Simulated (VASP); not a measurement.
## ScAl3N3: relaxation of cell and atoms with PBE

The system is ScAl3N3.

```
Sc Al N
1.0
     4.89615    0.00000    0.00000
    -2.44807    4.24019    0.00000
     0.00000    0.00000    5.46911
Sc Al N
1 3 3
Direct
  0.66667 0.33333 0.50000
  0.33333 0.66667 0.29777
  0.33333 0.66667 0.70223
  0.66667 0.33333 0.00000
  0.17207 0.82793 0.50000
  0.17207 0.34414 0.50000
  0.65586 0.82793 0.50000
```

The cell was generated, and may not be a known phase.

```
Program                : VASP 6.6.1
Task                   : relaxation of cell and atoms
Functional             : PBE
Potentials or basis    : VASP PAW PBE potentials, release 64 (Sc_sv, Al, N)
Cutoff                 : 600 eV
k mesh                 : 4 × 4 × 3
Occupations            : gaussian, width 0.2 eV
Spin                   : no spin polarisation
Dipole correction      : no
Further INCAR settings : ALGO = Normal; EDIFF = 1e-07; IBRION = 2; EDIFFG = -0.08; NSW = 36; ISIF = 3
```

```yaml
Relaxed_volume: 14.66 Å³/atom
Relaxed_cell: a = 4.517 Å, b = 4.517 Å, c = 5.806 Å, α = 90.00°, β = 90.00°, γ = 120.00°
Space_group_after_relaxing_to_0.1_Å: P-6m2 (No. 187)
Energy_gained_by_relaxing: 399.5 meV/atom
Ionic_steps: 11
Pressure_after_relaxing: 0.1 GPa
Largest_force_after_relaxing: 0.048 eV/Å
Band_gap_on_the_k_mesh: zero (an odd number of electrons rules out a gap without spin polarisation)
```

Forces in eV/Å, atoms in the order of the input:
```
Sc   0.000  0.000  0.000
Al   0.000  0.000 -0.017
Al   0.000  0.000  0.017
Al   0.000  0.000  0.000
N   -0.041  0.024  0.000
N    0.000 -0.048  0.000
N    0.041  0.024  0.000
```

Stress tensor (GPa, compression positive):
```
 0.48  0.00  0.00
 0.00  0.48  0.00
 0.00  0.00 -0.77
```

The path:
| step | energy change (eV) | largest force (eV/Å) | pressure (GPa) | volume (Å³) |
| --- | --- | --- | --- | --- |
| 1 | 0.0000 | 7.6322 | 12.71 | 113.54 |
| 2 | 0.5350 | 2.3091 | -18.05 | 135.56 |
| 3 | -1.8353 | 0.3378 | -8.71 | 121.73 |
| 4 | -1.8571 | 0.2662 | -7.76 | 121.08 |
| 5 | -1.8631 | 0.5355 | -6.86 | 120.50 |
| 6 | -2.4993 | 0.7519 | -4.33 | 110.91 |
| 7 | -2.7465 | 0.4152 | 3.76 | 99.78 |
| 8 | -2.7806 | 0.4700 | 0.69 | 102.98 |
| 9 | -2.7819 | 0.4415 | 1.21 | 102.39 |
| 10 | -2.7862 | 0.2914 | -0.87 | 102.79 |
| 11 | -2.7967 | 0.0476 | 0.06 | 102.60 |

Final structure:
```yaml
crystal:
  lattice:
    - [4.51711, 0.00000, 0.00000]
    - [-2.25855, 3.91193, 0.00000]
    - [0.00000, 0.00000, 5.80646]
  atoms:
    - { symbol: Sc, position: [0.66667, 0.33333, 0.50000] }
    - { symbol: Al, position: [0.33333, 0.66667, 0.25319] }
    - { symbol: Al, position: [0.33333, 0.66667, 0.74681] }
    - { symbol: Al, position: [0.66667, 0.33333, 0.00000] }
    - { symbol: N, position: [0.15753, 0.84247, 0.50000] }
    - { symbol: N, position: [0.15753, 0.31506, 0.50000] }
    - { symbol: N, position: [0.68494, 0.84247, 0.50000] }
```

Levels at points of the mesh, in eV from the Fermi level:
```csv
k point,band 15,band 16,band 17,band 18,band 19,band 20
"(0.00, 0.00, 0.00)",0.33,0.48,1.05,1.05,1.17,1.17
"(0.50, 0.00, 0.00)",-2.74,-2.01,-1.67,0.08,0.37,1.46
```

Wall time 7.2 min on 1 thread of Intel Xeon 8259CL (shared host), peak memory 0.29 GiB.

Caveat: the k points lie up to 0.40 Å⁻¹ apart in the final cell, too coarse for converged energies and pressures of a metal; the relaxation stopped at a loose force limit of 0.08 eV/Å, so its end isn't a converged minimum.
